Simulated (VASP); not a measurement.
## TiPb2: relaxation of cell and atoms with PBE

TiPb2:

```
Ti Pb
1.0
     4.87475    0.00000    0.00000
    -2.43737    4.22166    0.00000
     0.00000    0.00000    3.42872
Ti Pb
1 2
Direct
  0.00000 0.00000 0.00000
  0.33333 0.66667 0.50000
  0.66667 0.33333 0.50000
```

```
Program                : VASP 6.6.1
Task                   : relaxation of cell and atoms
Functional             : PBE
Potentials or basis    : VASP PAW PBE potentials, release 64 (Ti_sv, Pb_d)
Cutoff                 : 600 eV
k mesh                 : 6 × 6 × 6
Occupations            : gaussian, width 0.1 eV
Spin                   : no spin polarisation
Dipole correction      : no
Further INCAR settings : ALGO = Fast; EDIFF = 1e-06; IBRION = 2; EDIFFG = -0.04; NSW = 90; ISIF = 3
```

```json
{
 "Relaxed volume": "25.91 Å³/atom",
 "Relaxed cell": "a = 5.382 Å, b = 5.382 Å, c = 3.098 Å, α = 90.00°, β = 90.00°, γ = 120.00°",
 "Space group after relaxing (to 0.1 Å)": "P6/mmm (No. 191)",
 "Energy gained by relaxing": "302.3 meV/atom",
 "Ionic steps": "10",
 "Pressure after relaxing": "0.1 GPa",
 "Band gap on the k mesh": "zero (bands 20 and 21 overlap by 0.94 eV)"
}
```

Step by step:
```tsv
step	energy change (eV)	largest force (eV/Å)	pressure (GPa)	volume (Å³)
1	0.0000	0.0000	11.02	70.56
2	-0.4178	0.0000	-2.34	87.79
3	-0.6619	0.0000	-0.53	79.95
4	-0.6813	0.0000	-5.00	87.34
5	-0.7140	0.0000	-3.12	83.62
6	-0.8961	0.0000	-1.30	79.65
7	-0.9018	0.0000	-1.12	79.15
8	-0.9020	0.0000	-0.96	79.04
9	-0.9065	0.0000	0.21	77.38
10	-0.9069	0.0000	0.09	77.72
```

Final structure:
```cif
data_structure
_symmetry_space_group_name_H-M 'P 1'
_symmetry_Int_Tables_number 1
_cell_length_a 5.3820
_cell_length_b 5.3820
_cell_length_c 3.0982
_cell_angle_alpha 90.000
_cell_angle_beta 90.000
_cell_angle_gamma 120.000
_cell_volume 77.72
loop_
_atom_site_label
_atom_site_type_symbol
_atom_site_fract_x
_atom_site_fract_y
_atom_site_fract_z
_atom_site_occupancy
Ti1 Ti 0.00000 0.00000 0.00000 1
Pb1 Pb 0.33333 0.66667 0.50000 1
Pb2 Pb 0.66667 0.33333 0.50000 1
```

Levels at points of the mesh, in eV from the Fermi level:
```
           k point  band 17  band 18  band 19  band 20  band 21  band 22  band 23  band 24
(0.00, 0.00, 0.00)    -3.06    -3.06    -1.15    -0.21    -0.21     1.48     1.48     1.77
(0.50, 0.00, 0.00)    -3.64    -3.41    -0.42    -0.18     0.85     1.38     1.49     2.60
(0.00, 0.00, 0.50)    -3.99    -0.75    -0.75    -0.43     0.20     0.20     0.40     0.40
(0.50, 0.00, 0.50)    -3.45    -2.69    -2.06    -0.11     0.41     0.53     0.63     1.74
```

Wall time 25 min on 1 thread of Intel(R) Xeon(R) Platinum 8488C (Sapphire Rapids) (shared host), peak memory 0.25 GiB.

Caveat: spin-orbit coupling is left out, which moves the levels of the heavy elements.
